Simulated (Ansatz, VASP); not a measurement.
**Se in VASP and in Ansatz**

```
Se
1.0
     7.17809    0.00000    0.00000
    -3.58904    6.21640    0.00000
     0.00000    0.00000    3.27130
Se
8
Cartesian
  5.1323 1.1811 1.6356
  3.5890 3.8542 1.6356
  2.0458 1.1811 1.6356
  -1.5433 5.0353 1.6356
  0.0000 2.3622 1.6356
  1.5433 5.0353 1.6356
  0.0000 4.1443 0.0000
  3.5890 2.0721 0.0000
```

Alike in both runs: task relaxation of cell and atoms; functional PBE; k mesh 3 × 3 × 6; occupations gaussian, width 0.1 eV; no spin polarisation.

|  | VASP | Ansatz |
| --- | --- | --- |
| version | VASP 6.6.1 | Ansatz 0.2.0 |
| potentials or method | VASP PAW PBE potentials, release 64 (Se), cutoff 600 eV | scalar-relativistic, plane waves, PAW |
| valence electrons in the cell | 48 | 128 |

Ansatz gave:

- gap on the k mesh at the Fermi level, each at its own relaxed structure (eV): none
- relaxed volume (Å³/atom): 29.22
- relaxed length of the cell vector where the two differ most in proportion (Å): 4.485

Q: Which values does VASP return?

A: gap on the k mesh at the Fermi level, each at its own relaxed structure (eV): none; relaxed volume (Å³/atom): 29.28; relaxed length of the cell vector where the two differ most in proportion (Å): 4.518.

A gap of «none» marks a metal or a gap that the smearing closes. VASP's potentials hold 48 valence electrons a cell and Ansatz's 128, so a difference there can come from the potentials and not from the codes.

Noted on VASP's run: the volume moved by over 15 % at a fixed basis, so the end points are rough.
